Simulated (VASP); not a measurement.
Re: electric field gradients with PBE

The system is Re.

```
CELL_PARAMETERS angstrom
1.38392 0.79901 6.83258
-1.38392 0.79901 6.83258
0.00000 -1.59802 6.83258
ATOMIC_POSITIONS crystal
Re 0.00000 0.00000 0.00000
Re 0.22217 0.22217 0.22217
Re 0.77783 0.77783 0.77783
```

This cell differs from its parent crystal: zz strain of +2 %.

| Property | Result |
| --- | --- |
| Program | VASP 6.6.1 |
| Task | electric field gradients |
| Functional | PBE |
| Potentials or basis | VASP PAW PBE potentials, release 64 (Re) |
| Cutoff | 520 eV |
| k mesh | 15 × 15 × 15 |
| Occupations | fermi-dirac, width 0.05 eV |
| Spin | no spin polarisation |
| Dipole correction | no |
| Further INCAR settings | ALGO = Normal; EDIFF = 1e-08; NBANDS = 18 |

```json
{
  "Pressure": "-4.1 GPa",
  "Largest force": "0.065 eV/Å",
  "Band gap on the k mesh": "zero (an odd number of electrons rules out a gap without spin polarisation)",
  "Largest electric field gradient by atom": "Re -33.5, +4.7 (each value once) V/Å²"
}
```

Forces in eV/Å, atoms in the order of the input:
```
Re   0.000  0.000  0.000
Re   0.000  0.000 -0.065
Re   0.000  0.000  0.065
```

Stress tensor (GPa, compression positive):
```
 -1.15   0.00   0.00
  0.00  -1.15   0.00
  0.00   0.00 -10.06
```

Levels at points of the mesh, in eV from the Fermi level:
```tsv
k point	band 7	band 8	band 9	band 10	band 11	band 12	band 13	band 14
(0.00, 0.00, 0.00)	-1.82	-1.81	-1.47	-1.47	-1.10	-1.10	0.62	0.62
```

Electric field gradients, principal values (V/Å²):
```tsv
atom	least	middle	greatest (by size)
1 Re	16.759	16.759	-33.518
2 Re	-2.326	-2.326	4.651
3 Re	-2.326	-2.326	4.651
```

Wall time 29 min on 1 thread of Intel(R) Xeon(R) Platinum 8259CL CPU @ 2.50GHz (Skylake/Cascade Lake), with other jobs on the host, peak memory 0.55 GiB.

Caveat: the cell differs from its parent crystal (zz strain of +2 %); the cell stands under tension; without QUAD_EFG the Cq values of the log hold for a quadrupole moment of 1 mb, not for the nuclei; spin-orbit coupling is left out, which moves the levels of the heavy elements.
